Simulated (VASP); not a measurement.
# Ir (Fm-3m) in VASP: a series of runs

Runs on Ir. Level: PBE. Tasks: single point.

All numbers are computed with VASP 6.6.1; they aren't measurements. Logs are shortened: lines on timing, memory, paths and dates and some standing lists are left out, and cuts for length are marked.

## Step 1: The cell of the first run

Symmetry: Fm-3m, No. 225, cubic system. Conventional cell: a = 3.726 Å, b = 3.726 Å, c = 3.726 Å, α = 90.00°, β = 90.00°, γ = 90.00°. Within 3.5 Å of Ir (site symmetry m-3m) lie 12 Ir at 2.63 Å.

## Step 2: Single point, PBE

File INCAR:

```
  PREC = Accurate
  ENCUT = 500
  EDIFF = 1E-6
  ISMEAR = 0
  SIGMA = 0.1
  LREAL = F
  LASPH = T
  NELM = 120
  ALGO = Normal
  ISIF = 2
  LWAVE = F
  LCHARG = F
  GGA = PE
  NBANDS = 10
  GGA_COMPAT = F
```

File KPOINTS:

```
Automatic mesh
0
Gamma
  13 13 13
```

File POSCAR:

```
Ir
1.0
    0.0000000000      1.8630911555      1.8630911555
    1.8630911555      0.0000000000      1.8630911555
    1.8630911555      1.8630911555      0.0000000000
Ir
1
Direct
    0.0000000000      0.0000000000      0.0000000000
```

Potentials or basis: VASP PAW PBE potentials, release 64 (Ir).

Launch:

```console
cat potpaw_PBE.64/Ir/POTCAR > POTCAR
mpirun -np 1 vasp_std > vasp.out
```

OUTCAR:

```text
PREC = Accurate
   ENCUT = 500
   EDIFF = 1E-6
   ISMEAR = 0
   LREAL = F
   LASPH = T
   NELM = 120
   ISIF = 2
   GGA = PE

 ion  position               nearest neighbor table
   1  0.000  0.000  0.000-

  LATTYP: Found a face centered cubic cell.
 ALAT       =     3.7261823110

  Lattice vectors:

 A1 = (   0.0000000000,   1.8630911555,   1.8630911555)
 A2 = (   1.8630911555,   0.0000000000,   1.8630911555)
 A3 = (   1.8630911555,   1.8630911555,   0.0000000000)

Analysis of symmetry for initial positions (statically):
=====================================================================
 Subroutine PRICEL returns:
 Original cell was already a primitive cell.

 Routine SETGRP: Setting up the symmetry group for a
 face centered cubic supercell.

 Subroutine GETGRP returns: Found 48 space group operations
 (whereof 48 operations were pure point group operations)
 out of a pool of 48 trial point group operations.

The static configuration has the point symmetry O_h .

Analysis of symmetry for dynamics (positions and initial velocities):
=====================================================================
 Subroutine PRICEL returns:
 Original cell was already a primitive cell.

 Routine SETGRP: Setting up the symmetry group for a
 face centered cubic supercell.

 Subroutine GETGRP returns: Found 48 space group operations
 (whereof 48 operations were pure point group operations)
 out of a pool of 48 trial point group operations.

The dynamic configuration has the point symmetry O_h .

 Subroutine INISYM returns: Found 48 space group operations
 (whereof 48 operations are pure point group operations),
 and found     1 'primitive' translations

----------------------------------------------------------------------------------------

                                     Primitive cell

  volume of cell :      12.9340

  direct lattice vectors                    reciprocal lattice vectors
     0.000000000  1.863091156  1.863091156    -0.268371195  0.268371195  0.268371195
     1.863091156  0.000000000  1.863091156     0.268371195 -0.268371195  0.268371195
     1.863091156  1.863091156  0.000000000     0.268371195  0.268371195 -0.268371195

  length of vectors
     2.634808780  2.634808780  2.634808780     0.464832545  0.464832545  0.464832545

  position of ions in fractional coordinates (direct lattice)
     0.000000000  0.000000000  0.000000000

  ion indices of the primitive-cell ions
   primitive index   ion index
                 1           1

----------------------------------------------------------------------------------------

 KPOINTS: Automatic mesh

Automatic generation of k-mesh.
 Grid dimensions read from file:
 generate k-points for:   13   13   13

 Generating k-lattice:

  Cartesian coordinates                     Fractional coordinates (reciprocal lattice)
    -0.020643938  0.020643938  0.020643938     0.076923077  0.000000000  0.000000000
     0.020643938 -0.020643938  0.020643938     0.000000000  0.076923077  0.000000000
     0.020643938  0.020643938 -0.020643938     0.000000000  0.000000000  0.076923077

  Length of vectors
     0.035756350  0.035756350  0.035756350

  Shift w.r.t. Gamma in fractional coordinates (k-lattice)
     0.000000000  0.000000000  0.000000000

 Subroutine IBZKPT returns following result:
 ===========================================

 Found     84 irreducible k-points:

 Following reciprocal coordinates:
            Coordinates               Weight
  0.000000  0.000000  0.000000      1.000000
  0.076923  0.000000  0.000000      8.000000
  0.153846  0.000000  0.000000      8.000000
  0.230769  0.000000  0.000000      8.000000
  0.307692  0.000000  0.000000      8.000000
  0.384615  0.000000  0.000000      8.000000
[... 16 lines left out ...]
  0.384615  0.153846  0.000000     24.000000
  0.461538  0.153846  0.000000     24.000000
 [... further k-points ...]
   k-points           NKPTS =     84   k-points in BZ     NKDIM =     84   number of bands    NBANDS=     10
   number of dos      NEDOS =    301   number of ions     NIONS =      1
   total plane-waves  NPLWV =   8000
   dimension x,y,z NGX =    20 NGY =   20 NGZ =   20
   dimension x,y,z NGXF=    40 NGYF=   40 NGZF=   40
   ions per type =               1
   NGX,Y,Z   is equivalent  to a cutoff of  12.62, 12.62, 12.62 a.u.
   NGXF,Y,Z  is equivalent  to a cutoff of  25.24, 25.24, 25.24 a.u.
 SYSTEM =  unknown system
   PREC   = accura    normal or accurate (medium, high low for compatibility)
   ISTART =      0    job   : 0-new  1-cont  2-samecut
   ICHARG =      2    charge: 1-file 2-atom 10-const
   ISPIN  =      1    spin polarized calculation?
   LNONCOLLINEAR =      F non collinear calculations
   LSORBIT =      F    spin-orbit coupling
   LASPH  =      T    aspherical Exc in radial PAW
   ENCUT  =  500.0 eV  36.75 Ry    6.06 a.u.   4.80  4.80  4.80*2*pi/ulx,y,z
   NELM   =    120;   NELMIN=  2; NELMDL= -5     # of ELM steps
   EDIFF  = 0.1E-05   stopping-criterion for ELM
   LREAL  =      F    real-space projection
   EDIFFG = 0.1E-04   stopping-criterion for IOM
   NSW    =      0    number of steps for IOM
   IBRION =     -1    ionic relax: 0-MD 1-quasi-New 2-CG
   NFREE  =      0    steps in history (QN), initial steepest desc. (CG)
   ISIF   =      2    stress and relaxation
   ISYM   =      2    0-nonsym 1-usesym 2-fastsym
   POTIM  = 0.5000    time-step for ionic-motion
   TEBEG  =    0.0;   TEEND  =   0.0 temperature during run
   PSTRESS=    0.0 pullay stress
   NELECT =       9.0000    total number of electrons
   NUPDOWN=      -1.0000    fix difference up-down
   EMIN   =  10.00;   EMAX   =-10.00  energy-range for DOS
   EFERMI =   0.00;   METHOD = LEGACY
   ISMEAR =     0;   SIGMA  =   0.10  broadening in eV -4-tet -1-fermi 0-gaus
   EFERMI_NEDOS =   21; number of points for ismear=-14 and -15
   IALGO  =     38    algorithm
   IMIX   =      4    mixing-type and parameters
     AMIX     =   0.40;   BMIX     =  1.00
     AMIX_MAG =   1.60;   BMIX_MAG =  1.00
  volume/ion in A,a.u.               =      12.93        87.28
  Fermi-wavevector in a.u.,A,eV,Ry     =   1.450702  2.741429 28.633957  2.104537
  Thomas-Fermi vector in A             =   2.568284
   LORBIT       =      0    0 simple, 1 ext, 2 COOP (PROOUT), +10 PAW based schemes
   GGA     = PE    functional components
   LHFCALC =     F    Hartree Fock is set to
   AEXX    =    0.0000 exact exchange contribution
   IVDW    =     0    specifies the selected vdW correction
   LEPSILON=     F    determine dielectric tensor
   LRPA    =     F    only Hartree local field effects (RPA)
 non-spin polarized calculation
 Gauss-broadening in eV      SIGMA  =   0.10
  energy-cutoff  :      500.00
  volume of cell :       12.93
 maximum number of plane-waves:       335
   NGX =  9   NGY =  9   NGZ =  9

 number of electron       8.9999999 magnetization

 Free energy of the ion-electron system (eV)
  ---------------------------------------------------
  ext. energy  EPLUGINS =         0.00000000
  ---------------------------------------------------
  free energy    TOTEN  =        -8.60310945 eV

  energy without entropy =       -8.59775590  energy(sigma->0) =       -8.60043268

 E-fermi :  12.0610     XC(G=0): -14.5263

 val. band max:       12.0148177278   @ k =  -0.3077   0.3077   0.0769
 cond. band min:      12.1035281461   @ k =   0.4615   0.1538   0.0769
 fundamental gap:      0.0887104184
 Fermi energy:        12.0610273092

 k-point     1 :       0.0000    0.0000    0.0000
  band No.  band energies     occupation
      1      -0.0777      2.00000
      2       7.5864      2.00000
      3       7.5864      2.00000
      4       7.5864      2.00000
      5      10.6896      2.00000
      6      10.6896      2.00000
      7      26.1366      0.00000
      8      32.2773      0.00000
      9      32.2773      0.00000
     10      32.2773      0.00000

 k-point     2 :       0.0769    0.0000    0.0000
  band No.  band energies     occupation
      1       0.2108      2.00000
      2       7.4262      2.00000
      3       7.7135      2.00000
      4       7.7135      2.00000
      5      10.6034      2.00000
      6      10.6034      2.00000
      7      26.6528      0.00000
      8      30.9515      0.00000
      9      32.7710      0.00000
     10      32.7710      0.00000

 k-point     3 :       0.1538    0.0000    0.0000
  band No.  band energies     occupation
      1       1.0074      2.00000
      2       7.0865      2.00000
      3       7.9924      2.00000
      4       7.9924      2.00000
      5      10.4873      2.00000
      6      10.4873      2.00000
      7      27.8471      0.00000
      8      28.9229      0.00000
      9      34.1694      0.00000
     10      34.1694      0.00000

 k-point     4 :       0.2308    0.0000    0.0000
  band No.  band energies     occupation
      1       2.0443      2.00000
      2       6.9642      2.00000
      3       8.1097      2.00000
      4       8.1097      2.00000
      5      10.7264      2.00000
      6      10.7264      2.00000
      7      26.5795      0.00000
      8      29.3477      0.00000
      9      36.2295      0.00000
     10      36.2295      0.00000
[... 222 lines left out ...]
 k-point    22 :       0.3077    0.1538    0.0000
  band No.  band energies     occupation
      1       3.1865      2.00000
      2       5.9618      2.00000
      3       7.8185      2.00000
      4       8.9604      2.00000
      5      10.7820      2.00000
      6      12.0010      1.60419
      7      27.0885      0.00000
      8      30.4251      0.00000
      9      32.7362      0.00000
     10      33.7056      0.00000

 k-point    23 :       0.3846    0.1538    0.0000
  band No.  band energies     occupation
      1       3.7098      2.00000
      2       6.5302      2.00000
      3       7.3427      2.00000
      4       8.7532      2.00000
      5      12.4744      0.00000
      6      12.7482      0.00000
      7      24.4275      0.00000
      8      28.8952      0.00000
      9      31.9874      0.00000
     10      34.1499      0.00000

 k-point    24 :       0.4615    0.1538    0.0000
  band No.  band energies     occupation
      1       3.7899      2.00000
      2       6.7180      2.00000
      3       7.9911      2.00000
      4       8.4790      2.00000
      5      13.2041      0.00000
      6      14.4454      0.00000
      7      21.5396      0.00000
      8      27.8339      0.00000
      9      31.4267      0.00000
     10      32.9050      0.00000

 [... further k-points ...]

------------------------ aborting loop because EDIFF is reached ----------------------------------------

  FORCE on cell =-STRESS in cart. coord.  units (eV):
  Direction    XX          YY          ZZ          XY          YZ          ZX
  --------------------------------------------------------------------------------------
  -------------------------------------------------------------------------------------
  Total        4.4031019      4.4031019      4.4031019      0.0000000     -0.0000000      0.0000000
  in kB      545.4274792    545.4274792    545.4274792      0.0000000     -0.0000000      0.0000000
  external PRESSURE =     545.4274792 kB  Pullay stress =       0.0000000 kB

 VOLUME and BASIS-vectors are now :
 -----------------------------------------------------------------------------
  energy-cutoff  :      500.00
  volume of cell :       12.93
      direct lattice vectors                 reciprocal lattice vectors
     0.000000000  1.863091156  1.863091156    -0.268371195  0.268371195  0.268371195
     1.863091156  0.000000000  1.863091156     0.268371195 -0.268371195  0.268371195
     1.863091156  1.863091156  0.000000000     0.268371195  0.268371195 -0.268371195

 POSITION                                       TOTAL-FORCE (eV/Angst)
 -----------------------------------------------------------------------------------
      0.00000      0.00000      0.00000         0.000000      0.000000     -0.000000
 -----------------------------------------------------------------------------------
    total drift:                                0.000000      0.000000     -0.000000

  FREE ENERGIE OF THE ION-ELECTRON SYSTEM (eV)
  ---------------------------------------------------
  free  energy   TOTEN  =        -8.6031094530 eV

  energy  without entropy=       -8.5977558988  energy(sigma->0) =       -8.60043268
```

Run time: 13 s. Hardware: 1 thread of Intel Xeon Platinum 8375C at 2.90GHz (Ice Lake), shared host; peak memory 0.13 GiB.

What came out:

```yaml
Free_energy: -8.6031 eV
Pressure: 54.5 GPa
Band_gap_on_the_k_mesh: zero (an odd number of electrons rules out a gap without spin polarisation)
```

Caveat: the cell stands under pressure; spin-orbit coupling is left out, which moves the levels of the heavy elements.

(Continued in part 2 of 2.)
